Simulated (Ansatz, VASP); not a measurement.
# One calculation of Ta, two programs

INCAR

```
PREC     = Accurate       # precision mode
ENCUT    = 520            # plane-wave cutoff, eV
EDIFF    = 1E-6           # SCF threshold, eV
ISMEAR   = 0              # smearing method
SIGMA    = 0.15           # smearing width, eV
LREAL    = False          # projectors in reciprocal space
LASPH    = True           # aspherical terms in the spheres
NELM     = 60             # most SCF steps
ALGO     = Fast           # electronic algorithm
ISIF     = 2              # what is computed and relaxed
LWAVE    = False          # write WAVECAR
LCHARG   = True           # write CHGCAR
GGA      = PS             # functional
LELF     = True           # ELF
LVHAR    = True         
NBANDS   = 12             # bands
```

The input KPOINTS:

```
regular mesh
0
Gamma
  26 26 26
```

The input POSCAR:

```
Ta
1.0
   -1.6402597622      1.6566623598      1.6402597622
    1.6402597622     -1.6566623598      1.6402597622
    1.6402597622      1.6566623598     -1.6402597622
Ta
1
Direct
    0.0000000000      0.0000000000      0.0000000000
```

Input for Ansatz:

```yaml
crystal:
  lattice:
    - [-1.6402597622, 1.6566623598, 1.6402597622]
    - [1.6402597622, -1.6566623598, 1.6402597622]
    - [1.6402597622, 1.6566623598, -1.6402597622]
  atoms:
    - { symbol: Ta, position: [0.0, 0.0, 0.0] }
basis:
  ecutwfc: 420
kpoints:
  mp_grid: { grid: [26, 26, 26] }
hamiltonian:
  xc: pbesol
scf:
  occupations: { method: gaussian, width: 0.15 }
output:
  forces: true
  stress: true
  eigenvalues: true
```

Change from the starting cell: strain +0.0100 x Voigt [0, 1, 0, 0, 0, 0], atoms carried along.

Alike in both runs: task single point; functional PBEsol; k mesh 26 × 26 × 26; occupations gaussian, width 0.15 eV; no spin polarisation.

```csv
,VASP,Ansatz
version,VASP 6.6.1,Ansatz 0.2.0
potentials or method,"VASP PAW PBE potentials, release 64 (Ta_pv), cutoff 520 eV","scalar-relativistic, plane waves, PAW"
valence electrons in the cell,11,13
```

|  | VASP | Ansatz | Ansatz less VASP |
| --- | --- | --- | --- |
| gap on the k mesh at the Fermi level (eV) | none | none | - |
| pressure (GPa) | -1.6 | -1.8 | -0.20 |
| traceless stress, the component that is largest in VASP (GPa) | -0.78 | -0.78 | -0.001 |

VASP's potentials were made for PBE, not for PBEsol. A gap of «none» marks a metal or a gap that the smearing closes. The functional is the same, so the differences come from potentials, cutoffs and numerics. VASP's potentials hold 11 valence electrons a cell and Ansatz's 13, so a difference there can come from the potentials and not from the codes.

Neither program's run includes spin-orbit coupling.
